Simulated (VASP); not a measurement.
**AlN: single point with PBE**

The system is AlN.

```
CELL_PARAMETERS angstrom
-3.31348 0.00000 0.00000
0.00000 0.00000 -4.18759
0.00000 -5.73911 0.00000
ATOMIC_POSITIONS crystal
Al 0.55553 0.21157 0.16667
Al 0.94447 0.21157 0.66667
Al 0.05553 0.71157 0.33333
Al 0.44447 0.71157 0.83333
N 0.55350 0.82403 0.16667
N 0.94650 0.82403 0.66667
N 0.05350 0.32403 0.33333
N 0.44650 0.32403 0.83333
```

This cell differs from its parent crystal: atoms displaced along a vibrational mode.

```
Program                : VASP 6.6.1
Task                   : single point
Functional             : PBE
Potentials or basis    : VASP PAW PBE potentials, release 64 (Al, N)
Cutoff                 : 520 eV
k mesh                 : 8 × 6 × 4
Occupations            : gaussian, width 0.05 eV
Spin                   : no spin polarisation
Dipole correction      : no
Further INCAR settings : ALGO = Normal; EDIFF = 1e-07; NBANDS = 26
```

```json
{"Pressure": "25.3 GPa", "Largest force": "6.719 eV/Å", "Band gap on the k mesh": "3.86 eV (least direct gap 3.88 eV)"}
```

Forces on the atoms (eV/Å):
```
Al   0.575  0.135 -6.693
Al  -0.575  0.135 -6.693
Al   0.575 -0.135 -6.693
Al  -0.575 -0.135 -6.693
N    0.423  0.202  6.693
N   -0.423  0.202  6.693
N    0.423 -0.202  6.693
N   -0.423 -0.202  6.693
```

Stress tensor (GPa, compression positive):
```
-13.17   0.00   0.00
  0.00 -10.08   0.00
  0.00   0.00  99.11
```

Levels at points of the mesh, in eV from the valence-band top:
```csv
k point,band 12,band 13,band 14,band 15,band 16,band 17,band 18,band 19,band 20,band 21
"(0.00, 0.00, 0.00)",-1.85,-0.69,-0.60,-0.57,-0.03,3.86,4.72,4.73,7.25,7.96
"(0.50, 0.00, 0.00)",-2.92,-1.72,-1.72,-1.23,-1.23,6.27,6.27,6.70,6.70,8.36
"(0.00, 0.50, 0.00)",-1.61,-1.32,-1.32,-1.02,-1.02,5.44,5.44,5.71,5.71,9.25
"(0.50, 0.50, 0.00)",-3.29,-0.53,-0.53,-0.25,-0.25,6.34,6.34,7.49,7.49,8.55
"(0.00, 0.00, 0.50)",-2.40,-0.71,-0.71,-0.39,-0.39,5.26,5.26,6.44,6.44,8.37
"(0.50, 0.00, 0.50)",-3.19,-1.95,-1.95,-0.64,-0.64,4.55,4.55,7.33,7.33,7.92
"(0.00, 0.50, 0.50)",-1.98,-1.09,-1.09,-1.09,-1.09,5.89,5.89,5.89,5.89,8.91
"(0.50, 0.50, 0.50)",-2.28,-1.09,-1.09,-0.97,-0.97,5.48,5.48,5.68,5.68,9.81
```

It took 2.9 min on 1 thread of Intel Xeon 8259CL (shared host), peak memory 0.25 GiB.

Caveat: the cell differs from its parent crystal (atoms displaced along a vibrational mode); the cell stands under pressure; forces of over 1 eV/Å act on the atoms, so gaps and moduli don't describe the material at rest. A k mesh can miss the band edges.
